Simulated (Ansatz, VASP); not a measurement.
# One calculation of FeO, two programs

INCAR

```
SYSTEM = FeO
PREC     = Accurate       ! precision mode
ENCUT    = 600            ! plane-wave cutoff, eV
EDIFF    = 1E-6           ! SCF threshold, eV
ISMEAR   = 0              ! smearing method
SIGMA    = 0.15           ! smearing width, eV
LREAL    = .FALSE.        ! projectors in reciprocal space
LASPH    = .TRUE.         ! aspherical terms in the spheres
NELM     = 200            ! most SCF steps
ALGO     = Normal         ! electronic algorithm
ISIF     = 2              ! what is computed and relaxed
LWAVE    = .FALSE.        ! write WAVECAR
LCHARG   = .FALSE.        ! write CHGCAR
ISPIN    = 2              ! spin polarisation
MAGMOM   = 3.79 0.35      ! initial moments
LORBIT   = 11             ! projections on sites
LMAXMIX  = 4              ! l up to which the mixer works
GGA      = PE             ! functional
NBANDS   = 18             ! bands
GGA_COMPAT= .FALSE.
```

The input KPOINTS:

```
Automatic mesh
0
G
  20 20 20
  0 0 0
```

Contents of POSCAR:

```
FeO
1.0
    0.0000000000      2.2416160000      1.9829680000
    2.2416160000      0.0000000000      1.9829680000
    2.2416160000      2.2416160000      0.0000000000
Fe O
1 1
Direct
    0.0000000000      0.0000000000      0.0000000000
    0.5000000000      0.5000000000      0.5000000000
```

Input for Ansatz:

```yaml
crystal:
  lattice:
    - [0.0, 2.241616, 1.982968]
    - [2.241616, 0.0, 1.982968]
    - [2.241616, 2.241616, 0.0]
  atoms:
    - { symbol: Fe, position: [0.0, 0.0, 0.0], spin: 3.79 }
    - { symbol: O, position: [0.5, 0.5, 0.5], spin: 0.35 }
basis:
  ecutwfc: 420
kpoints:
  mp_grid: { grid: [20, 20, 20] }
hamiltonian:
  xc: pbe
scf:
  occupations: { method: gaussian, width: 0.15 }
output:
  forces: true
  stress: true
  eigenvalues: true
  populations: true
magnetization:
  spin_polarized: true
```

Change from the starting cell: strain +0.040 along x and y, -0.080 along z, atoms carried along.

Alike in both runs: task single point; functional PBE; k mesh 20 × 20 × 20; occupations gaussian, width 0.15 eV; collinear spin.

```csv
,VASP,Ansatz
version,VASP 6.6.1,Ansatz 0.2.0
potentials or method,"VASP PAW PBE potentials, release 64 (Fe, O), cutoff 600 eV","scalar-relativistic, plane waves, PAW"
valence electrons in the cell,14,22
```

Ansatz gave:

| Quantity | Value |
| --- | --- |
| gap on the k mesh at the Fermi level (eV) | none |
| pressure (GPa) | 5.5 |
| traceless stress, the component that is largest in VASP (GPa) | 10.72 |
| net moment per atom (μB) | 1.98 |
| size of the moment on the site where the two differ most (μB) | 3.29 |

Question: Estimate VASP's values.

Answer: gap on the k mesh at the Fermi level (eV): none; pressure (GPa): 5.5; traceless stress, the component that is largest in VASP (GPa): 11.41; net moment per atom (μB): 1.98; size of the moment on the site where the two differ most (μB): 3.57.

Site moments also hang on the region over which each program counts them. A gap of «none» marks a metal or a gap that the smearing closes. VASP's potentials hold 14 valence electrons a cell and Ansatz's 22, so a difference there can come from the potentials and not from the codes.
